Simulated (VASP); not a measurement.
Runs of VASP 6.6.1 on ScF3. The structure is that of space group R-3m (No. 166), or close to it. The cells are those of the table. 

| cell | gap on the mesh (eV) | pressure (GPa) |
| --- | --- | --- |
| a = 4.219 Å, angles 105.7°, 4 atoms | 3.90 | -11.5 |
| a = 4.017 Å, angles 92.7°, 4 atoms | 6.10 | -2.6 |
| a = 4.018 Å, angles 87.0°, 4 atoms | 6.11 | -2.6 |
| a = 4.043 Å, angles 82.7°, 4 atoms | 5.72 | -3.8 |
| a = 4.292 Å, angles 67.3°, 4 atoms | 2.80 | (c) |
| a = 4.378 Å, angles 109.5°, 4 atoms | (b) | -16.6 |
| a = 4.035 Å, angles 95.9°, 4 atoms | 5.83 | (a) |
| a = 4.126 Å, angles 75.7°, 4 atoms | 4.65 | -6.9 |

Alike in all rows: task single point; level LDA; potentials or basis VASP PAW LDA potentials, release 64 (Sc_sv, F); no spin polarisation; k mesh 6 × 6 × 6; cutoff (eV) 520; smearing gaussian 0.05 eV.

Problem. Fill in the values left out.

Solution. (a) -3.5; (b) 2.62; (c) -10.3.

A k mesh can miss the band edges.
